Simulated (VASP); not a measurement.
A run of VASP 6.6.1:

INCAR

```
PREC     = Accurate       # precision mode
ENCUT    = 520            # plane-wave cutoff, eV
EDIFF    = 1E-6           # SCF threshold, eV
ISMEAR   = -1             # smearing method
SIGMA    = 0.1            # smearing width, eV
LREAL    = False          # projectors in reciprocal space
LASPH    = True           # aspherical terms in the spheres
NELM     = 60             # most SCF steps
ALGO     = Normal         # electronic algorithm
ISIF     = 2              # what is computed and relaxed
LWAVE    = False          # write WAVECAR
LCHARG   = False          # write CHGCAR
NBANDS   = 18             # bands
```

Contents of KPOINTS:

```
regular mesh
0
Gamma
  18 18 10
```

File POSCAR:

```
Ag
1.0
    2.8145316150      0.0000000000      0.0000000000
   -1.4072658075      2.4374558783      0.0000000000
    0.0000000000      0.0000000000      4.6129129357
Ag
2
Direct
    0.3333333333      0.6666666667      0.2500000000
    0.6666666667      0.3333333333      0.7500000000
```

Potentials or basis: VASP PAW LDA potentials, release 64 (Ag).

Launch:

```console
$ cat potpaw_LDA.64/Ag/POTCAR > POTCAR
$ mpirun -np 1 vasp_std > vasp.out
```

Hardware: 1 thread of AMD EPYC 9R45 96-Core Processor (Zen 5), with other jobs on the host.

How long does it take, and how much memory?

Run time: 49 s on 1 thread of AMD EPYC 9R45 96-Core Processor (Zen 5), with other jobs on the host, peak memory 0.19 GiB. Counts: scf iterations 10, k points 222.
